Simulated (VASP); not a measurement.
# HfB3N (R32) in VASP: a series of runs, part 2 of 2

VASP 6.6.1.

## (3) Single point, PBE

File INCAR:

```
PREC     = Accurate       # precision mode
ENCUT    = 600            # plane-wave cutoff, eV
EDIFF    = 1E-6           # SCF threshold, eV
ISMEAR   = -5             # smearing method
SIGMA    = 0.1            # smearing width, eV
LREAL    = F              # projectors in reciprocal space
LASPH    = T              # aspherical terms in the spheres
NELM     = 120            # most SCF steps
ALGO     = Normal         # electronic algorithm
ISIF     = 2              # what is computed and relaxed
LWAVE    = F              # write WAVECAR
LCHARG   = F              # write CHGCAR
GGA      = PE             # functional
NBANDS   = 20             # bands
GGA_COMPAT= F
```

File KPOINTS:

```
Automatic mesh
0
Gamma
  12 12 12
```

File POSCAR:

```
HfB3N
1.0
    3.1439488127      1.8151596933      1.4646715546
   -3.1439488127      1.8151596933      1.4646715546
    0.0000000000     -3.6303193867      1.4646715546
Hf B N
1 3 1
Direct
    0.0000000000      0.0000000000      0.0000000000
    0.5000000000      0.7428357849      0.2571642151
    0.2571642151      0.5000000000      0.7428357849
    0.7428357849      0.2571642151      0.5000000000
    0.5000000000      0.5000000000      0.5000000000
```

Potentials or basis: VASP PAW PBE potentials, release 64 (Hf_pv, B, N).

The run is started by

```
$ cat potpaw_PBE.64/Hf_pv/POTCAR potpaw_PBE.64/B/POTCAR potpaw_PBE.64/N/POTCAR > POTCAR
$ mpirun -np 1 vasp_std > vasp.out
```

OUTCAR:

```text
PREC = Accurate
   ENCUT = 600
   EDIFF = 1E-6
   ISMEAR = -5
   LREAL = F
   LASPH = T
   NELM = 120
   ISIF = 2
   GGA = PE

 ion  position               nearest neighbor table
   1  0.000  0.000  0.000-   5 2.20   5 2.20   2 2.54   3 2.54   2 2.54   3 2.54   4 2.54   4 2.54
                             3 2.68   2 2.68   4 2.68   4 2.68   3 2.68   2 2.68
   2  0.500  0.743  0.257-   5 1.53   4 1.77   3 1.77   1 2.54   1 2.54   1 2.68   1 2.68
   3  0.257  0.500  0.743-   5 1.53   4 1.77   2 1.77   1 2.54   1 2.54   1 2.68   1 2.68
[... 761 lines left out ...]
  -------------------------------------------------------------------------------------
  Total       -0.1186395     -0.1186395     -0.4975433      0.0000000      0.0000000     -0.0000000
  in kB       -3.7901658     -3.7901658    -15.8949683      0.0000000      0.0000000     -0.0000000
  external PRESSURE =      -7.8251000 kB  Pullay stress =       0.0000000 kB

 VOLUME and BASIS-vectors are now :
 -----------------------------------------------------------------------------
  energy-cutoff  :      600.00
  volume of cell :       50.15
      direct lattice vectors                 reciprocal lattice vectors
     3.143948813  1.815159693  1.464671555     0.159035668  0.091819286  0.227582308
    -3.143948813  1.815159693  1.464671555    -0.159035668  0.091819286  0.227582308
     0.000000000 -3.630319387  1.464671555     0.000000000 -0.183638572  0.227582308

 POSITION                                       TOTAL-FORCE (eV/Angst)
 -----------------------------------------------------------------------------------
      0.00000      0.00000      0.00000        -0.000000      0.000000     -0.000000
     -0.76346      1.32236      2.19701        -0.011186      0.019375     -0.000000
     -0.76346     -1.32236      2.19701        -0.011186     -0.019375     -0.000000
      1.52693     -0.00000      2.19701         0.022373     -0.000000      0.000000
      0.00000     -0.00000      2.19701        -0.000000      0.000000     -0.000000
 -----------------------------------------------------------------------------------
    total drift:                                0.000000      0.000000     -0.000000

  FREE ENERGIE OF THE ION-ELECTRON SYSTEM (eV)
  ---------------------------------------------------
  free  energy   TOTEN  =       -39.4607732902 eV

  energy  without entropy=      -39.4607732902  energy(sigma->0) =      -39.46077329
```

OSZICAR:

```text
N       E                     dE             d eps       ncg     rms          rms(c)
DAV:   1     0.853667485777E+02    0.85367E+02   -0.13408E+04  7560   0.126E+03
DAV:   2    -0.392301346570E+02   -0.12460E+03   -0.12104E+03  9420   0.286E+02
DAV:   3    -0.447550594064E+02   -0.55249E+01   -0.54924E+01 10320   0.508E+01
DAV:   4    -0.448000611946E+02   -0.45002E-01   -0.44997E-01  9900   0.484E+00
DAV:   5    -0.448004597826E+02   -0.39859E-03   -0.39884E-03  9964   0.442E-01    0.410E+01
DAV:   6    -0.395455244094E+02    0.52549E+01   -0.13711E+01  9180   0.210E+01    0.312E+01
DAV:   7    -0.394871724449E+02    0.58352E-01   -0.20451E+00  9924   0.790E+00    0.188E+01
DAV:   8    -0.395162959677E+02   -0.29124E-01   -0.69350E-01  8812   0.473E+00    0.463E+00
DAV:   9    -0.394613049765E+02    0.54991E-01   -0.32925E-01  8900   0.332E+00    0.548E-01
DAV:  10    -0.394612108285E+02    0.94148E-04   -0.29075E-02  8572   0.991E-01    0.888E-01
DAV:  11    -0.394608969539E+02    0.31387E-03   -0.10756E-03  9336   0.215E-01    0.399E-01
DAV:  12    -0.394607662385E+02    0.13072E-03   -0.92620E-04  8744   0.175E-01    0.119E-01
DAV:  13    -0.394607691824E+02   -0.29439E-05   -0.51198E-05  9208   0.523E-02    0.459E-02
DAV:  14    -0.394607727258E+02   -0.35435E-05   -0.22439E-05  8656   0.224E-02    0.126E-02
DAV:  15    -0.394607732902E+02   -0.56439E-06   -0.15515E-06  5160   0.879E-03
   1 F= -.39460773E+02 E0= -.39460773E+02  d E =0.000000E+00
```

Wall time 4.7 min (1 thread of Intel Xeon 8259CL, shared host); peak memory 0.37 GiB.

What came out:

| Quantity | Value |
| --- | --- |
| Free energy | -39.4608 eV |
| Pressure | -0.8 GPa |
| Largest force | 0.022 eV/Å |
| Band gap on the k mesh | zero (bands 12 and 13 overlap by 1.06 eV) |

Forces in eV/Å, atoms in the order of the input:
```
Hf   0.000  0.000  0.000
B   -0.011  0.019  0.000
B   -0.011 -0.019  0.000
B    0.022  0.000  0.000
N    0.000  0.000  0.000
```

Stress tensor (GPa, compression positive):
```
-0.38  0.00  0.00
 0.00 -0.38  0.00
 0.00  0.00 -1.59
```

Caveat: spin-orbit coupling is left out, which moves the levels of the heavy elements; tetrahedron occupations give inexact forces and stress in metals.

## (4) Single point, PBE

File INCAR:

```
SYSTEM = HfB3N
PREC = Accurate
ENCUT = 600
EDIFF = 1E-6
ISMEAR = 0
SIGMA = 0.1
LREAL = .False.
LASPH = .True.
NELM = 120
ALGO = Normal
ISIF = 2
LWAVE = .False.
LCHARG = .False.
GGA = PE
NBANDS = 20
GGA_COMPAT = .False.
```

File KPOINTS:

```
Automatic mesh
0
Gamma
  12 12 12
  0 0 0
```

POSCAR is that of step 3.

The run is started by

```
$ cat potpaw_PBE.64/Hf_pv/POTCAR potpaw_PBE.64/B/POTCAR potpaw_PBE.64/N/POTCAR > POTCAR
$ mpirun -np 1 vasp_std > vasp.out
```

It took 4.6 min on 1 thread of Intel Xeon 8259CL, shared host; peak memory 0.36 GiB.

It converged, with:

| Property | Result |
| --- | --- |
| Free energy | -39.4634 eV |
| Pressure | -0.8 GPa |
| Largest force | 0.024 eV/Å |
| Band gap on the k mesh | zero (bands 12 and 13 overlap by 1.06 eV) |

Forces in eV/Å, atoms in the order of the input:
```
Hf   0.000  0.000  0.000
B   -0.012  0.021  0.000
B   -0.012 -0.021  0.000
B    0.024  0.000  0.000
N    0.000  0.000  0.000
```

Stress tensor (GPa, compression positive):
```
-0.35  0.00  0.00
 0.00 -0.35  0.00
 0.00  0.00 -1.58
```

Levels at points of the mesh, in eV from the Fermi level:
| k point | band 9 | band 10 | band 11 | band 12 | band 13 | band 14 | band 15 | band 16 |
| --- | --- | --- | --- | --- | --- | --- | --- | --- |
| (0.00, 0.00, 0.00) | -5.33 | -4.61 | -2.47 | -2.47 | 2.63 | 2.63 | 3.07 | 4.57 |
| (0.50, 0.00, 0.00) | -5.45 | -2.77 | -0.83 | -0.37 | 0.48 | 1.55 | 2.43 | 3.47 |
| (0.50, 0.50, 0.00) | -5.53 | -2.20 | -2.08 | 0.19 | 0.99 | 1.94 | 3.37 | 3.55 |
| (0.50, 0.50, 0.50) | -6.16 | -1.42 | -0.39 | -0.39 | 1.51 | 3.64 | 3.64 | 5.00 |

Caveat: spin-orbit coupling is left out, which moves the levels of the heavy elements.

## (5) Relaxation of cell and atoms, PBE

File INCAR:

```
  PREC = Accurate
  ENCUT = 600
  EDIFF = 1E-7
  ISMEAR = 0
  SIGMA = 0.1
  LREAL = F
  LASPH = T
  NELM = 120
  ALGO = Normal
  ISIF = 3
  LWAVE = F
  LCHARG = F
  GGA = PE
  IBRION = 2
  NSW = 100
  EDIFFG = -0.01
  GGA_COMPAT = F
  NELMIN = 4
```

File KPOINTS:

```
regular mesh
0
Gamma
  12 12 12
```

File POSCAR:

```
HfB3N
1.0
    3.1405687278      1.8132082004      1.4664400451
   -3.1405687278      1.8132082004      1.4664400451
    0.0000000000     -3.6264164008      1.4664400451
Hf B N
1 3 1
Direct
    0.0000000000      0.0000000000      0.0000000000
    0.5000000000      0.7427773800      0.2572226200
    0.2572226200      0.5000000000      0.7427773800
    0.7427773800      0.2572226200      0.5000000000
    0.5000000000      0.5000000000      0.5000000000
```

The run is started by

```
$ cat potpaw_PBE.64/Hf_pv/POTCAR potpaw_PBE.64/B/POTCAR potpaw_PBE.64/N/POTCAR > POTCAR
$ mpirun -np 1 vasp_std > vasp.out
```

Wall time 13 min (1 thread of Intel Xeon 8259CL, shared host); peak memory 0.35 GiB.

The run converged. Its results:

```yaml
Free_energy: -39.4642 eV
Relaxed_volume: 10.00 Å³/atom
Relaxed_cell: a = 3.913 Å, b = 3.913 Å, c = 3.913 Å, α = 106.92°, β = 106.92°, γ = 106.92°
Space_group_after_relaxing_to_0.1_Å: R32 (No. 155)
Energy_gained_by_relaxing: 0.3 meV/atom
Ionic_steps: 6
Pressure_after_relaxing: 0.0 GPa
Largest_force_after_relaxing: 0.004 eV/Å
Band_gap_on_the_k_mesh: zero (bands 12 and 13 overlap by 1.07 eV)
```

Forces on the atoms (eV/Å):
```
Hf   0.000  0.000  0.000
B   -0.002  0.004  0.000
B   -0.002 -0.004  0.000
B    0.004  0.000  0.000
N    0.000  0.000  0.000
```

Step by step:
```csv
step,energy change (eV),largest force (eV/Å),pressure (GPa),volume (Å³)
1,0.0000,0.0546,-0.64,50.10
2,-0.0007,0.0638,0.75,49.82
3,-0.0013,0.0168,0.20,49.93
4,-0.0014,0.0121,-0.03,49.99
5,-0.0014,0.0117,-0.05,50.00
6,-0.0014,0.0044,0.01,49.99
```

Final structure:
```
Hf B N
1.0
     3.14368    1.81500    1.46013
    -3.14368    1.81500    1.46013
     0.00000   -3.63001    1.46013
Hf B N
1 3 1
Cartesian
  3.1437 -1.8150 2.9203
  -0.7634 1.3222 2.1902
  -0.7634 -1.3222 2.1902
  1.5268 0.0000 2.1902
  0.0000 0.0000 2.1902
```

Levels at points of the mesh, in eV from the Fermi level:
| k point | band 10 | band 11 | band 12 | band 13 | band 14 | band 15 |
| --- | --- | --- | --- | --- | --- | --- |
| (0.00, 0.00, 0.00) | -4.59 | -2.49 | -2.49 | 2.64 | 2.64 | 3.06 |
| (0.50, 0.00, 0.00) | -2.79 | -0.84 | -0.37 | 0.51 | 1.57 | 2.45 |
| (0.50, 0.50, 0.00) | -2.20 | -2.10 | 0.18 | 0.98 | 1.95 | 3.37 |
| (0.50, 0.50, 0.50) | -1.45 | -0.39 | -0.39 | 1.53 | 3.66 | 3.66 |

Caveat: spin-orbit coupling is left out, which moves the levels of the heavy elements.

## (6) The runs side by side

| task | cell | smearing | gap on the mesh (eV) | pressure (GPa) | largest force (eV/Å) |
| --- | --- | --- | --- | --- | --- |
| single point | a = 3.915 Å, angles 106.9°, 5 atoms | gaussian 0.1 eV | none | -0.8 | 0.02 |
| single point | a = 3.915 Å, angles 106.9°, 5 atoms | tetrahedron | none | -0.8 | 0.02 |
| relaxation of cell and atoms | relaxed from a = 3.912 Å, angles 106.8°, 5 atoms | gaussian 0.1 eV | none | 0.0 | - |

Alike in all rows: level PBE; potentials or basis VASP PAW PBE potentials, release 64 (Hf_pv, B, N); no spin polarisation; k mesh 12 × 12 × 12; cutoff (eV) 600.

Caveats: spin-orbit coupling is left out, which moves the levels of the heavy elements; tetrahedron occupations give inexact forces and stress in metals (at least some runs).

Absolute energies hang on the potentials; compare differences alone.
